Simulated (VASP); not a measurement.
# Mo (Im-3m) in VASP: single point with PBE+D3(BJ)

Aim: the single point of Mo with PBE+D3(BJ).

Program: VASP 6.6.1. These are calculated values, not measurements. Logs are shortened: lines on timing, memory, paths and dates and some standing lists are left out, and cuts for length are marked.

## Step 1: The cell of the first run

It takes space group Im-3m (No. 229, cubic). Conventional cell: a = 3.130 Å, b = 3.130 Å, c = 3.130 Å, α = 90.00°, β = 90.00°, γ = 90.00°. Within 3.6 Å of Mo (site symmetry m-3m) lie 14 Mo at 2.71 to 3.13 Å.

## Step 2: Single point, PBE+D3(BJ)

INCAR

```
ALGO = Fast ; EDIFF = 1E-6
ENCUT = 520 ; GGA = PE
ISIF = 2 ; ISMEAR = 0
IVDW = 12 ; LASPH = True
LCHARG = False ; LREAL = False
LWAVE = False ; NBANDS = 13
NELM = 100 ; PREC = Accurate
SIGMA = 0.1
```

KPOINTS

```
k-points
0
Gamma
  18 18 18
```

POSCAR

```
Mo
1.0
   -1.5651251847      1.5651251847      1.5651251847
    1.5651251847     -1.5651251847      1.5651251847
    1.5651251847      1.5651251847     -1.5651251847
Mo
1
Direct
    0.0000000000      0.0000000000      0.0000000000
```

Potentials or basis: VASP PAW PBE potentials, release 64 (Mo_sv).

On the command line:

```bash
> cat potpaw_PBE.64/Mo_sv/POTCAR > POTCAR
> mpirun -np 1 vasp_std > vasp.out
```

OUTCAR:

```text
EDIFF = 1E-6
   ENCUT = 520
   GGA = PE
   ISIF = 2
   ISMEAR = 0
   IVDW = 12
   LASPH = True
   LREAL = False
   NELM = 100
   PREC = Accurate
 IVDW          = 12

 ion  position               nearest neighbor table
   1  0.000  0.000  0.000-

  LATTYP: Found a body centered cubic cell.
 ALAT       =     3.1302503694

  Lattice vectors:

 A1 = (  -1.5651251847,   1.5651251847,   1.5651251847)
 A2 = (   1.5651251847,  -1.5651251847,   1.5651251847)
 A3 = (   1.5651251847,   1.5651251847,  -1.5651251847)

Analysis of symmetry for initial positions (statically):
=====================================================================
 Subroutine PRICEL returns:
 Original cell was already a primitive cell.

 Routine SETGRP: Setting up the symmetry group for a
 body centered cubic supercell.

 Subroutine GETGRP returns: Found 48 space group operations
 (whereof 48 operations were pure point group operations)
 out of a pool of 48 trial point group operations.

The static configuration has the point symmetry O_h .

Analysis of symmetry for dynamics (positions and initial velocities):
=====================================================================
 Subroutine PRICEL returns:
 Original cell was already a primitive cell.

 Routine SETGRP: Setting up the symmetry group for a
 body centered cubic supercell.

 Subroutine GETGRP returns: Found 48 space group operations
 (whereof 48 operations were pure point group operations)
 out of a pool of 48 trial point group operations.

The dynamic configuration has the point symmetry O_h .

 Subroutine INISYM returns: Found 48 space group operations
 (whereof 48 operations are pure point group operations),
 and found     1 'primitive' translations

----------------------------------------------------------------------------------------

                                     Primitive cell

  volume of cell :      15.3358

  direct lattice vectors                    reciprocal lattice vectors
    -1.565125185  1.565125185  1.565125185     0.000000000  0.319463264  0.319463264
     1.565125185 -1.565125185  1.565125185     0.319463264  0.000000000  0.319463264
     1.565125185  1.565125185 -1.565125185     0.319463264  0.319463264  0.000000000

  length of vectors
     2.710876340  2.710876340  2.710876340     0.451789281  0.451789281  0.451789281

  position of ions in fractional coordinates (direct lattice)
     0.000000000  0.000000000  0.000000000

  ion indices of the primitive-cell ions
   primitive index   ion index
                 1           1

----------------------------------------------------------------------------------------

 KPOINTS: k-points

Automatic generation of k-mesh.
 Grid dimensions read from file:
 generate k-points for:   18   18   18

 Generating k-lattice:

  Cartesian coordinates                     Fractional coordinates (reciprocal lattice)
     0.000000000  0.017747959  0.017747959     0.055555556  0.000000000  0.000000000
     0.017747959  0.000000000  0.017747959     0.000000000  0.055555556  0.000000000
     0.017747959  0.017747959  0.000000000     0.000000000  0.000000000  0.055555556

  Length of vectors
     0.025099404  0.025099404  0.025099404

  Shift w.r.t. Gamma in fractional coordinates (k-lattice)
     0.000000000  0.000000000  0.000000000

 Subroutine IBZKPT returns following result:
 ===========================================

 Found    195 irreducible k-points:

 Following reciprocal coordinates:
            Coordinates               Weight
  0.000000  0.000000  0.000000      1.000000
  0.055556  0.000000  0.000000     12.000000
  0.111111  0.000000  0.000000     12.000000
  0.166667  0.000000  0.000000     12.000000
  0.222222  0.000000  0.000000     12.000000
  0.277778  0.000000  0.000000     12.000000
[... 16 lines left out ...]
  0.333333  0.111111  0.000000     48.000000
  0.388889  0.111111 -0.000000     48.000000
 [... further k-points ...]
   k-points           NKPTS =    195   k-points in BZ     NKDIM =    195   number of bands    NBANDS=     13
   number of dos      NEDOS =    301   number of ions     NIONS =      1
   total plane-waves  NPLWV =   8000
   dimension x,y,z NGX =    20 NGY =   20 NGZ =   20
   dimension x,y,z NGXF=    40 NGYF=   40 NGZF=   40
   ions per type =               1
   NGX,Y,Z   is equivalent  to a cutoff of  12.27, 12.27, 12.27 a.u.
   NGXF,Y,Z  is equivalent  to a cutoff of  24.53, 24.53, 24.53 a.u.
 SYSTEM =  unknown system
   PREC   = accura    normal or accurate (medium, high low for compatibility)
   ISTART =      0    job   : 0-new  1-cont  2-samecut
   ICHARG =      2    charge: 1-file 2-atom 10-const
   ISPIN  =      1    spin polarized calculation?
   LNONCOLLINEAR =      F non collinear calculations
   LSORBIT =      F    spin-orbit coupling
   LASPH  =      T    aspherical Exc in radial PAW
   ENCUT  =  520.0 eV  38.22 Ry    6.18 a.u.   5.04  5.04  5.04*2*pi/ulx,y,z
   NELM   =    100;   NELMIN=  2; NELMDL= -5     # of ELM steps
   EDIFF  = 0.1E-05   stopping-criterion for ELM
   LREAL  =      F    real-space projection
   EDIFFG = 0.1E-04   stopping-criterion for IOM
   NSW    =      0    number of steps for IOM
   IBRION =     -1    ionic relax: 0-MD 1-quasi-New 2-CG
   NFREE  =      0    steps in history (QN), initial steepest desc. (CG)
   ISIF   =      2    stress and relaxation
   ISYM   =      2    0-nonsym 1-usesym 2-fastsym
   POTIM  = 0.5000    time-step for ionic-motion
   TEBEG  =    0.0;   TEEND  =   0.0 temperature during run
   PSTRESS=    0.0 pullay stress
   NELECT =      14.0000    total number of electrons
   NUPDOWN=      -1.0000    fix difference up-down
   EMIN   =  10.00;   EMAX   =-10.00  energy-range for DOS
   EFERMI =   0.00;   METHOD = LEGACY
   ISMEAR =     0;   SIGMA  =   0.10  broadening in eV -4-tet -1-fermi 0-gaus
   EFERMI_NEDOS =   21; number of points for ismear=-14 and -15
   IALGO  =     68    algorithm
   IMIX   =      4    mixing-type and parameters
     AMIX     =   0.40;   BMIX     =  1.00
     AMIX_MAG =   1.60;   BMIX_MAG =  1.00
  volume/ion in A,a.u.               =      15.34       103.49
  Fermi-wavevector in a.u.,A,eV,Ry     =   1.588114  3.001101 34.315351  2.522107
  Thomas-Fermi vector in A             =   2.687168
   LORBIT       =      0    0 simple, 1 ext, 2 COOP (PROOUT), +10 PAW based schemes
   GGA     = PE    functional components
   LHFCALC =     F    Hartree Fock is set to
   AEXX    =    0.0000 exact exchange contribution
   IVDW    =    12    specifies the selected vdW correction
   LEPSILON=     F    determine dielectric tensor
   LRPA    =     F    only Hartree local field effects (RPA)
 non-spin polarized calculation
 RMM-DIIS sequential band-by-band and
 Gauss-broadening in eV      SIGMA  =   0.10
  energy-cutoff  :      520.00
  volume of cell :       15.34
 maximum number of plane-waves:       426
   NGX =  9   NGY =  9   NGZ =  9

 number of electron      13.9999998 magnetization

 Free energy of the ion-electron system (eV)
  ---------------------------------------------------
  ext. energy  EPLUGINS =         0.00000000
  ---------------------------------------------------
  free energy    TOTEN  =       -10.92240581 eV

  energy without entropy =      -10.92009716  energy(sigma->0) =      -10.92125148

 E-fermi :  12.9286     XC(G=0): -13.4987

 val. band max:       12.9228874289   @ k =  -0.3889   0.4444   0.2778
 cond. band min:      12.9432416315   @ k =   0.3889   0.1111  -0.0000
 fundamental gap:      0.0203542026
 Fermi energy:        12.9285801315

 k-point     1 :       0.0000    0.0000    0.0000
  band No.  band energies     occupation
      1     -48.3809      2.00000
      2     -21.6016      2.00000
      3     -21.6016      2.00000
      4     -21.6016      2.00000
      5       5.6060      2.00000
      6      11.5022      2.00000
      7      11.5022      2.00000
      8      11.5022      2.00000
      9      14.5997      0.00000
     10      14.5997      0.00000
     11      27.7641      0.00000
     12      27.7641      0.00000
     13      27.7641      0.00000

 k-point     2 :       0.0556    0.0000    0.0000
  band No.  band energies     occupation
      1     -48.3725      2.00000
      2     -21.6498      2.00000
      3     -21.6164      2.00000
      4     -21.6020      2.00000
      5       5.7462      2.00000
      6      11.4221      2.00000
      7      11.4893      2.00000
      8      11.6338      2.00000
      9      14.4790      0.00000
     10      14.6013      0.00000
     11      27.8718      0.00000
     12      28.0005      0.00000
     13      28.0503      0.00000

 k-point     3 :       0.1111    0.0000    0.0000
  band No.  band energies     occupation
      1     -48.3482      2.00000
      2     -21.7872      2.00000
      3     -21.6588      2.00000
      4     -21.6031      2.00000
      5       6.1458      2.00000
      6      11.1999      2.00000
      7      11.4330      2.00000
      8      12.0233      2.00000
      9      14.2142      0.00000
     10      14.6119      0.00000
     11      28.1317      0.00000
     12      28.6895      0.00000
     13      28.7658      0.00000

 k-point     4 :       0.1667    0.0000    0.0000
  band No.  band energies     occupation
      1     -48.3108      2.00000
      2     -21.9940      2.00000
      3     -21.7231      2.00000
      4     -21.6048      2.00000
      5       6.7321      2.00000
      6      10.8805      2.00000
      7      11.3166      2.00000
      8      12.6542      1.99990
      9      14.0091      0.00000
     10      14.6448      0.00000
     11      28.3249      0.00000
     12      29.4903      0.00000
     13      29.7784      0.00000

 k-point     5 :       0.2222    0.0000    0.0000
  band No.  band energies     occupation
      1     -48.2645      2.00000
      2     -22.2420      2.00000
      3     -21.8012      2.00000
      4     -21.6069      2.00000
      5       7.3485      2.00000
      6      10.5182      2.00000
      7      11.2462      2.00000
      8      13.4967      0.00000
      9      13.9950      0.00000
     10      14.7138      0.00000
     11      28.1084      0.00000
     12      29.6019      0.00000
     13      31.1982      0.00000
[... 257 lines left out ...]
 k-point    22 :       0.2778    0.1111   -0.0000
  band No.  band energies     occupation
      1     -48.1552      2.00000
      2     -22.7330      2.00000
      3     -21.9913      2.00000
      4     -21.6735      2.00000
      5       8.1788      2.00000
      6       9.9153      2.00000
      7      11.5291      2.00000
      8      14.1011      0.00000
      9      15.2440      0.00000
     10      16.3965      0.00000
     11      26.7112      0.00000
     12      27.7320      0.00000
     13      32.3845      0.00000

 k-point    23 :       0.3333    0.1111    0.0000
  band No.  band energies     occupation
      1     -48.1189      2.00000
      2     -22.8931      2.00000
      3     -22.0667      2.00000
      4     -21.6770      2.00000
      5       8.0348      2.00000
      6       9.7037      2.00000
      7      12.3011      2.00000
      8      14.3821      0.00000
      9      15.4209      0.00000
     10      17.5419      0.00000
     11      25.7627      0.00000
     12      26.5378      0.00000
     13      31.1052      0.00000

 k-point    24 :       0.3889    0.1111   -0.0000
  band No.  band energies     occupation
      1     -48.0950      2.00000
      2     -22.9962      2.00000
      3     -22.1159      2.00000
      4     -21.6792      2.00000
      5       7.8885      2.00000
      6       9.5738      2.00000
      7      12.9432      0.83574
      8      14.5079      0.00000
      9      15.6831      0.00000
     10      18.4397      0.00000
     11      24.8787      0.00000
     12      25.7875      0.00000
     13      30.1695      0.00000

 [... further k-points ...]

------------------------ aborting loop because EDIFF is reached ----------------------------------------

 Edisp (eV)   -0.72825

 E8    (eV) :    -0.3433

  FORCE on cell =-STRESS in cart. coord.  units (eV):
  Direction    XX          YY          ZZ          XY          YZ          ZX
  --------------------------------------------------------------------------------------
  -------------------------------------------------------------------------------------
  Total       0.05551     0.05551     0.05551     0.00000     0.00000    -0.00000
  in kB       5.79935     5.79935     5.79935     0.00000     0.00000    -0.00000
  external pressure =        5.80 kB  Pullay stress =        0.00 kB

 VOLUME and BASIS-vectors are now :
 -----------------------------------------------------------------------------
  energy-cutoff  :      520.00
  volume of cell :       15.34
      direct lattice vectors                 reciprocal lattice vectors
    -1.565125185  1.565125185  1.565125185     0.000000000  0.319463264  0.319463264
     1.565125185 -1.565125185  1.565125185     0.319463264  0.000000000  0.319463264
     1.565125185  1.565125185 -1.565125185     0.319463264  0.319463264  0.000000000

 POSITION                                       TOTAL-FORCE (eV/Angst)
 -----------------------------------------------------------------------------------
      0.00000      0.00000      0.00000         0.000000     -0.000000     -0.000000
 -----------------------------------------------------------------------------------
    total drift:                                0.000000     -0.000000     -0.000000

  FREE ENERGIE OF THE ION-ELECTRON SYSTEM (eV)
  ---------------------------------------------------
  free  energy   TOTEN  =       -11.6506516057 eV

  energy  without entropy=      -11.6483429554  energy(sigma->0) =      -11.64949728
```

It took 14 s on 1 thread of AMD EPYC 9R45 (Zen 5), shared host; peak memory 0.13 GiB.

Results:

```yaml
Free_energy: -11.6507 eV
Pressure: 0.6 GPa
Band_gap_on_the_k_mesh: zero (band 7 reaches 16.99 eV, above the bottom of band 8 at 11.50 eV)
Dispersion_energy_per_atom: -0.728 eV
```

Caveat: pairwise dispersion overbinds metals, which lowers pressure and volume.
